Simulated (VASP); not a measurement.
Input of a VASP 6.6.1 run:

Contents of POSCAR:

```
Nb
1.0
   -3.6295665208      3.6336449483      1.4243118234
    3.6336449483     -3.6295665208      1.4243118234
    1.9860490113      1.9860490113     -1.4168421760
Nb
2
Direct
    0.0001219694      0.9998780306      1.0000000000
    0.7498780306      0.2501219694      0.5000000000
```

File INCAR.step1:

```
SYSTEM = Nb
PREC = Accurate
ENCUT = 520
ISMEAR = -1
SIGMA = 0.1
LREAL = .False.
LASPH = .True.
NELM = 100
NBANDS = 20
GGA = PE
ALGO = Normal
EDIFF = 1E-4
LWAVE = .True.
LCHARG = .False.
```

Contents of INCAR.step2:

```
SYSTEM = Nb
PREC = Accurate
ENCUT = 520
EDIFF = 1E-6
ISMEAR = -1
SIGMA = 0.1
LREAL = .False.
LASPH = .True.
NELM = 100
ALGO = Normal
ISIF = 2
LWAVE = .False.
LCHARG = .True.
METAGGA = R2SCAN
LMIXTAU = .True.
LELF = .True.
LVHAR = .True.
NBANDS = 20
ISTART = 1
```

KPOINTS

```
Automatic mesh
0
Gamma
  15 15 13
  0 0 0
```

Potentials or basis: VASP PAW PBE potentials, release 64 (Nb_sv).

The run is started by

```console
$ cat potpaw_PBE.64/Nb_sv/POTCAR > POTCAR
$ cp INCAR.step1 INCAR
$ mpirun -np 1 vasp_std > vasp.out
$ cp INCAR.step2 INCAR
$ mpirun -np 1 vasp_std > vasp.out
```

Problem. What does it give for the pressure?

Solution. -15.7 GPa.

Problem. What does it give for the band gap on the k mesh?

Solution. Zero (bands 13 and 14 overlap by 2.18 eV).

Problem. Predict the largest force.

Solution. 0.007 eV/Å.

Stress tensor (GPa, compression positive):
```
-15.59  -0.31  -0.07
 -0.31 -15.59  -0.07
 -0.07  -0.07 -15.96
```

Caveat: the cell stands under tension; the PAW data sets were made with another functional, which shifts forces and pressure a little.
